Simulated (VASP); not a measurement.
# Al2O3 in VASP: single point with r2SCAN

Aim: the single point of Al2O3 with r2SCAN.

All numbers are computed with VASP 6.6.1; they aren't measurements. Logs are shortened: lines on timing, memory, paths and dates and some standing lists are left out, and cuts for length are marked.

## Step 1: The cell of the first run

The typed cell holds 10 atoms: a = 5.130 Å, b = 5.130 Å, c = 5.130 Å, α = 55.27°, β = 55.27°, γ = 55.27°.

## Step 2: Single point, r2SCAN

The input, POSCAR:

```
Al2O3
1.0
    2.3793928004      1.3736012414      4.3320326384
   -2.3793624933      1.3739097517      4.3319181404
    0.0002823313     -2.7476517667      4.3320200379
Al O
4 6
Direct
    0.8519185673      0.8518908361      0.8519121461
    0.6480892375      0.6481036214      0.6481126565
    0.1480834252      0.1481111499      0.1481004730
    0.3519224306      0.3518844561      0.3519031839
    0.0563789398      0.4436275125      0.7500010518
    0.7500008668      0.0563579270      0.4436362065
    0.4436139464      0.7499954647      0.0563715457
    0.9436096130      0.5563737534      0.2499990039
    0.2500028067      0.9436526160      0.5563468649
    0.5563801664      0.2500026626      0.9436168672
```

The input, INCAR.step1:

```
SYSTEM = Al2O3
  PREC = Accurate
  ENCUT = 660
  ISMEAR = 0
  SIGMA = 0.05
  LREAL = .False.
  LASPH = .True.
  NELM = 120
  NBANDS = 35
  GGA = PE
  ALGO = Normal
  EDIFF = 1E-5
  LWAVE = .True.
  LCHARG = .False.
  GGA_COMPAT = .False.
```

The input, INCAR.step2:

```
SYSTEM = Al2O3
  PREC = Accurate
  ENCUT = 660
  EDIFF = 1E-6
  ISMEAR = 0
  SIGMA = 0.05
  LREAL = .False.
  LASPH = .True.
  NELM = 120
  ALGO = Normal
  ISIF = 2
  LWAVE = .False.
  LCHARG = .False.
  METAGGA = R2SCAN
  LMIXTAU = .True.
  NBANDS = 35
  ISTART = 1
  GGA_COMPAT = .False.
```

The input, KPOINTS:

```
Automatic mesh
0
Gamma
  6 6 6
  0 0 0
```

Potentials or basis: VASP PAW PBE potentials, release 64 (Al, O).

Started as:

```sh
$ cat potpaw_PBE.64/Al/POTCAR potpaw_PBE.64/O/POTCAR > POTCAR
$ cp INCAR.step1 INCAR
$ mpirun -np 1 vasp_std > vasp.out
$ cp INCAR.step2 INCAR
$ mpirun -np 1 vasp_std > vasp.out
```

OUTCAR:

```text
SYSTEM = Al2O3
   PREC = Accurate
   ENCUT = 660
   EDIFF = 1E-6
   ISMEAR = 0
   LREAL = .False.
   LASPH = .True.
   NELM = 120
   ISIF = 2
   METAGGA = R2SCAN
   ISTART = 1

 ion  position               nearest neighbor table
   1  0.852  0.852  0.852-  10 1.86   9 1.86   8 1.86   5 1.97   7 1.97   6 1.97   2 2.65   3 2.79
                             3 2.79   3 2.79   2 3.22   2 3.22   2 3.22
   2  0.648  0.648  0.648-   8 1.86  10 1.86   9 1.86   7 1.97   6 1.97   5 1.97   1 2.65   4 2.79
                             4 2.79   4 2.79   1 3.22   1 3.22   1 3.22
   3  0.148  0.148  0.148-   6 1.86   7 1.86   5 1.86   8 1.97  10 1.97   9 1.97   4 2.65   1 2.79
                             1 2.79   1 2.79   4 3.22   4 3.22   4 3.22
   4  0.352  0.352  0.352-   6 1.86   5 1.86   7 1.86   9 1.97  10 1.97   8 1.97   3 2.65   2 2.79
                             2 2.79   2 2.79   3 3.22   3 3.22   3 3.22
   5  0.056  0.444  0.750-   4 1.86   3 1.86   1 1.97   2 1.97
   6  0.750  0.056  0.444-   3 1.86   4 1.86   2 1.97   1 1.97
   7  0.444  0.750  0.056-   3 1.86   4 1.86   2 1.97   1 1.97
   8  0.944  0.556  0.250-   2 1.86   1 1.86   3 1.97   4 1.97
   9  0.250  0.944  0.556-   1 1.86   2 1.86   4 1.97   3 1.97
  10  0.556  0.250  0.944-   1 1.86   2 1.86   4 1.97   3 1.97

  LATTYP: Found a base centered monoclinic cell.
 ALAT       =    21.0927127750
 B/A-ratio  =     0.2256323993
 C/A-ratio  =     0.3317203733
 COS(beta)  =    -0.9702942997

  Lattice vectors:

 A1 = (   9.5172282561,   2.7470347461,  -4.3317910419)
 A2 = (   7.1375834315,   6.8685962645,  -4.3318929394)
 A3 = (  -4.7584729624,  -2.7473432564,   4.3319055399)

Analysis of symmetry for initial positions (statically):
=====================================================================
 Subroutine PRICEL returns:
 Original cell was already a primitive cell.

 Routine SETGRP: Setting up the symmetry group for a
 base centered monoclinic supercell.

 Subroutine GETGRP returns: Found  1 space group operations
 (whereof  1 operations were pure point group operations)
 out of a pool of  4 trial point group operations.

The static configuration has the point symmetry C_1 .

Analysis of symmetry for dynamics (positions and initial velocities):
=====================================================================
 Subroutine PRICEL returns:
 Original cell was already a primitive cell.

 Routine SETGRP: Setting up the symmetry group for a
 base centered monoclinic supercell.

 Subroutine GETGRP returns: Found  1 space group operations
 (whereof  1 operations were pure point group operations)
 out of a pool of  4 trial point group operations.

[... 129 lines left out ...]
   EMIN   =  10.00;   EMAX   =-10.00  energy-range for DOS
   EFERMI =   0.00;   METHOD = LEGACY
   ISMEAR =     0;   SIGMA  =   0.05  broadening in eV -4-tet -1-fermi 0-gaus
   EFERMI_NEDOS =   21; number of points for ismear=-14 and -15
   IALGO  =     38    algorithm
   IMIX   =      4    mixing-type and parameters
     AMIX     =   0.40;   BMIX     =  1.00
     AMIX_MAG =   1.60;   BMIX_MAG =  1.00
  volume/ion in A,a.u.               =       8.50        57.34
  Fermi-wavevector in a.u.,A,eV,Ry     =   1.353359  2.557478 24.920179  1.831581
  Thomas-Fermi vector in A             =   2.480621
   LORBIT       =      0    0 simple, 1 ext, 2 COOP (PROOUT), +10 PAW based schemes
   METAGGA = R2SCAN    functional components
   LHFCALC =     F    Hartree Fock is set to
   AEXX    =    0.0000 exact exchange contribution
   IVDW    =     0    specifies the selected vdW correction
   LEPSILON=     F    determine dielectric tensor
   LRPA    =     F    only Hartree local field effects (RPA)
 non-spin polarized calculation
 Gauss-broadening in eV      SIGMA  =   0.05
  energy-cutoff  :      660.00
  volume of cell :       84.96
 maximum number of plane-waves:      3290
 NGX is ok and might be reduce to    48
   NGX = 21   NGY = 21   NGZ = 21

 number of electron      48.0000001 magnetization

 Free energy of the ion-electron system (eV)
  ---------------------------------------------------
  ext. energy  EPLUGINS =         0.00000000
  ---------------------------------------------------
  free energy    TOTEN  =       -96.31108276 eV

  energy without entropy =      -96.31108276  energy(sigma->0) =      -96.31108276

 E-fermi :   5.9536     XC(G=0): -12.2280

 val. band max:        5.7342200167   @ k =   0.0000   0.0000   0.0000
 cond. band min:      12.8921931128   @ k =   0.0000   0.0000   0.0000
 fundamental gap:      7.1579730961
 Fermi energy:         5.9536128390

 k-point     1 :       0.0000    0.0000    0.0000
  band No.  band energies     occupation
      1     -14.4669      2.00000
      2     -12.1772      2.00000
      3     -11.9015      2.00000
      4     -11.9013      2.00000
      5     -11.5928      2.00000
      6     -11.5927      2.00000
[... 901 lines left out ...]
     34      20.0763      0.00000
     35      20.2704      0.00000

 [... further k-points ...]

------------------------ aborting loop because EDIFF is reached ----------------------------------------

  FORCE on cell =-STRESS in cart. coord.  units (eV):
  Direction    XX          YY          ZZ          XY          YZ          ZX
  --------------------------------------------------------------------------------------
  -------------------------------------------------------------------------------------
  Total       -0.4546202     -0.4641603     -0.5069997      0.0106682      0.0022062     -0.0023585
  in kB       -8.5730021     -8.7529043     -9.5607492      0.2011750      0.0416032     -0.0444763
  external PRESSURE =      -8.9622185 kB  Pullay stress =       0.0000000 kB

 VOLUME and BASIS-vectors are now :
 -----------------------------------------------------------------------------
  energy-cutoff  :      660.00
  volume of cell :       84.96
      direct lattice vectors                 reciprocal lattice vectors
     2.379392800  1.373601241  4.332032638     0.210144998  0.121332242  0.076943185
    -2.379362493  1.373909752  4.331918140    -0.210132971  0.121304996  0.076953295
     0.000282331 -2.747651767  4.332020038    -0.000017581 -0.242634737  0.076944298

 POSITION                                       TOTAL-FORCE (eV/Angst)
 -----------------------------------------------------------------------------------
      0.00033     -0.00014     11.07136         0.000002      0.000524     -0.019992
      0.00017     -0.00014      8.42271        -0.000382      0.000347      0.018497
     -0.00002     -0.00003      1.92468         0.000049      0.000181      0.018902
      0.00020     -0.00005      4.57333        -0.000584      0.000391     -0.019480
     -0.92119     -1.37380      5.41501        -0.017172      0.000120      0.000120
      1.65058     -0.11132      5.41501         0.008518     -0.014611      0.000248
     -0.72896      1.48489      5.41487         0.008383      0.015109      0.000658
      0.92147      1.37364      7.58091         0.017604     -0.000209      0.000739
     -1.65028      0.11125      7.58095        -0.007778      0.013487      0.000059
      0.72927     -1.48500      7.58102        -0.008640     -0.015341      0.000249
 -----------------------------------------------------------------------------------
    total drift:                                0.000001     -0.000001      0.000001

  FREE ENERGIE OF THE ION-ELECTRON SYSTEM (eV)
  ---------------------------------------------------
  free  energy   TOTEN  =       -96.3110827642 eV

  energy  without entropy=      -96.3110827642  energy(sigma->0) =      -96.31108276
```

OUTCAR.step1:

```text
SYSTEM = Al2O3
   PREC = Accurate
   ENCUT = 660
   ISMEAR = 0
   LREAL = .False.
   LASPH = .True.
[... 1172 lines left out ...]
      0.92147      1.37364      7.58091        -0.017225     -0.000189      0.000741
     -1.65028      0.11125      7.58095         0.009603     -0.016560      0.000020
      0.72927     -1.48500      7.58102         0.008716      0.014881      0.000245
 -----------------------------------------------------------------------------------
    total drift:                                0.000006     -0.000015     -0.000005

  FREE ENERGIE OF THE ION-ELECTRON SYSTEM (eV)
  ---------------------------------------------------
  free  energy   TOTEN  =       -74.7891019255 eV

  energy  without entropy=      -74.7891019255  energy(sigma->0) =      -74.78910193
```

OSZICAR.step1:

```text
N       E                     dE             d eps       ncg     rms          rms(c)
DAV:   1     0.267346455477E+03    0.26735E+03   -0.29155E+04  7840   0.158E+03
DAV:   2    -0.677692465408E+02   -0.33512E+03   -0.32316E+03 10012   0.312E+02
DAV:   3    -0.827086975621E+02   -0.14939E+02   -0.14884E+02 10175   0.667E+01
DAV:   4    -0.828299244489E+02   -0.12123E+00   -0.12115E+00  9744   0.683E+00
DAV:   5    -0.828313721463E+02   -0.14477E-02   -0.14475E-02  9951   0.753E-01    0.176E+01
DAV:   6    -0.747262135769E+02    0.81052E+01   -0.28106E+01  9624   0.284E+01    0.599E+00
DAV:   7    -0.747673229743E+02   -0.41109E-01   -0.91416E-01  9469   0.467E+00    0.331E+00
DAV:   8    -0.747849758699E+02   -0.17653E-01   -0.89991E-02  9374   0.231E+00    0.690E-01
DAV:   9    -0.747884848710E+02   -0.35090E-02   -0.23177E-02 10152   0.821E-01    0.317E-01
DAV:  10    -0.747891352602E+02   -0.65039E-03   -0.81644E-04  8763   0.172E-01    0.764E-02
DAV:  11    -0.747890988985E+02    0.36362E-04   -0.36559E-04  9936   0.110E-01    0.235E-02
DAV:  12    -0.747891019255E+02   -0.30270E-05   -0.16804E-05  6279   0.261E-02
   1 F= -.74789102E+02 E0= -.74789102E+02  d E =-.386798E-11
```

It took 66 min on 1 thread of Intel Xeon 8259CL, shared host; peak memory 0.55 GiB.

Results:

| Property | Result |
| --- | --- |
| Free energy | -96.3111 eV |
| Pressure | -0.9 GPa |
| Largest force | 0.020 eV/Å |
| Band gap on the k mesh | 7.16 eV |

Forces in eV/Å, atoms in the order of the input:
```
Al   0.000  0.001 -0.020
Al   0.000  0.000  0.018
Al   0.000  0.000  0.019
Al  -0.001  0.000 -0.019
O   -0.017  0.000  0.000
O    0.009 -0.015  0.000
O    0.008  0.015  0.001
O    0.018  0.000  0.001
O   -0.008  0.013  0.000
O   -0.009 -0.015  0.000
```

Levels at points of the mesh, in eV from the valence-band top:
```tsv
k point	band 20	band 21	band 22	band 23	band 24	band 25	band 26	band 27	band 28	band 29
(0.00, 0.00, 0.00)	-0.52	-0.52	-0.05	-0.05	0.00	7.16	10.12	11.95	12.59	12.59
(0.50, 0.00, 0.00)	-1.35	-0.93	-0.93	-0.29	-0.29	10.44	10.44	10.71	10.71	12.79
(0.00, 0.50, 0.00)	-1.35	-0.93	-0.93	-0.29	-0.29	10.44	10.44	10.71	10.71	12.79
(0.50, 0.50, 0.00)	-1.34	-1.05	-0.92	-0.78	-0.27	10.59	10.79	10.91	11.46	12.22
(0.00, 0.00, 0.50)	-1.35	-0.93	-0.93	-0.29	-0.29	10.44	10.44	10.71	10.71	12.79
(0.50, 0.00, 0.50)	-1.34	-1.05	-0.92	-0.78	-0.27	10.59	10.79	10.91	11.46	12.22
(0.00, 0.50, 0.50)	-1.33	-1.05	-0.92	-0.78	-0.27	10.59	10.79	10.91	11.46	12.22
(0.50, 0.50, 0.50)	-2.05	-0.40	-0.40	-0.40	-0.40	9.64	9.64	12.17	12.17	13.70
```

Caveat: the PAW data sets were made with another functional, which shifts forces and pressure a little.
